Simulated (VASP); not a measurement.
WS2, 3 atoms in the cell. The cell holds a slab with vacuum, 3 atoms: a = 3.081 Å, b = 3.081 Å, c = 16.516 Å, α = 90.00°, β = 90.00°, γ = 120.00°. 

| Item | Value |
| --- | --- |
| Program | VASP 6.6.1 |
| Task | single point |
| Functional | PBE |
| Dispersion | D3(BJ) |
| Potentials or basis | VASP PAW PBE potentials, release 64 (W_sv, S) |
| Cutoff | 520 eV |
| k mesh | 12 × 12 × 2 |
| Occupations | gaussian, width 0.05 eV |
| Spin | no spin polarisation |
| Dipole correction | no |
| Further INCAR settings | ALGO = Normal; EDIFF = 1e-07; NBANDS = 20 |

Potentials or basis: VASP PAW PBE potentials, release 64 (W_sv, S).

Run with:

```bash
$ cat potpaw_PBE.64/W_sv/POTCAR potpaw_PBE.64/S/POTCAR > POTCAR
$ mpirun -np 1 vasp_std > vasp.out
```

Hardware: 1 thread of Intel(R) Xeon(R) Platinum 8259CL CPU @ 2.50GHz (Skylake/Cascade Lake) (shared host).

Task: How long does it take, and how much memory?

Result: Wall time 120 s on 1 thread of Intel(R) Xeon(R) Platinum 8259CL CPU @ 2.50GHz (Skylake/Cascade Lake) (shared host), peak memory 0.3 GiB. Counts: scf iterations 23, k points 38.
